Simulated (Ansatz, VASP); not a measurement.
**W: VASP beside Ansatz**

```
W
1.0
     0.00000    1.98120    1.98120
     1.98120    0.00000    1.98120
     1.98120    1.98120    0.00000
W
1
Cartesian
  0.0000 0.0000 0.0000
```

Alike in both runs: task single point; functional PBEsol; k mesh 22 × 22 × 22; occupations gaussian, width 0.15 eV; no spin polarisation.

```csv
,VASP,Ansatz
version,VASP 6.6.1,Ansatz 0.2.0
potentials or method,"VASP PAW PBE potentials, release 64 (W_sv), cutoff 500 eV","scalar-relativistic, plane waves, PAW"
valence electrons in the cell,14,14
```

```csv
,VASP,Ansatz,Ansatz less VASP
gap on the k mesh at the Fermi level (eV),none,none,-
pressure (GPa),9.2,8.5,-0.72
```

VASP's potentials were made for PBE, not for PBEsol, and Ansatz warns of the same on its side. A gap of «none» marks a metal or a gap that the smearing closes.

Spin-orbit coupling is off throughout.
